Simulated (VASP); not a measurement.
Write the native input for VASP 6.6.1 that does the following.

```
Task                   : relaxation of cell and atoms
Functional             : PBE
Potentials or basis    : VASP PAW PBE potentials, release 64 (Mg, Be)
Cutoff                 : 600 eV
k mesh                 : 6 × 6 × 6
Occupations            : gaussian, width 0.1 eV
Spin                   : no spin polarisation
Dipole correction      : no
Further INCAR settings : ALGO = Normal; EDIFF = 1e-07; IBRION = 2; EDIFFG = -0.04; NSW = 90; ISIF = 3
```

The structure of MgBe lies in POSCAR:

```
MgBe
1.0
    2.9497399059      0.0000000000      0.0000000000
    0.0000000000      2.9497399059      0.0000000000
    0.0000000000      0.0000000000      3.3581595069
Mg Be
1 1
Direct
    0.5000000000      0.5000000000      0.5000000000
    0.0000000000      0.0000000000      0.0000000000
```

One way to write it, as run:

INCAR

```
PREC = Accurate ; ENCUT = 600
EDIFF = 1E-7 ; ISMEAR = 0
SIGMA = 0.1 ; LREAL = False
LASPH = True ; NELM = 120
ALGO = Normal ; ISIF = 3
LWAVE = False ; LCHARG = False
GGA = PE ; IBRION = 2
NSW = 90 ; EDIFFG = -0.04
GGA_COMPAT = False ; NELMIN = 4
```

KPOINTS

```
Automatic mesh
0
Gamma
  6 6 6
```

Potentials or basis: VASP PAW PBE potentials, release 64 (Mg, Be).

Run with:

```bash
$ cat potpaw_PBE.64/Mg/POTCAR potpaw_PBE.64/Be/POTCAR > POTCAR
$ mpirun -np 1 vasp_std > vasp.out
```

Results of the run:

| Item | Value |
| --- | --- |
| Relaxed volume | 14.53 Å³/atom |
| Relaxed cell | a = 3.091 Å, b = 3.091 Å, c = 3.042 Å, α = 90.00°, β = 90.00°, γ = 90.00° |
| Space group after relaxing (to 0.05 Å) | Pm-3m (No. 221) |
| Energy gained by relaxing | 24.8 meV/atom |
| Ionic steps | 15 |
| Pressure after relaxing | 0.0 GPa |
| Band gap on the k mesh | zero (band 2 reaches 7.86 eV, above the bottom of band 3 at 2.66 eV) |

It took 65 s on 1 thread of AMD EPYC 7R43 64-Core Processor (Zen 3), with other jobs on the host, peak memory 0.11 GiB.
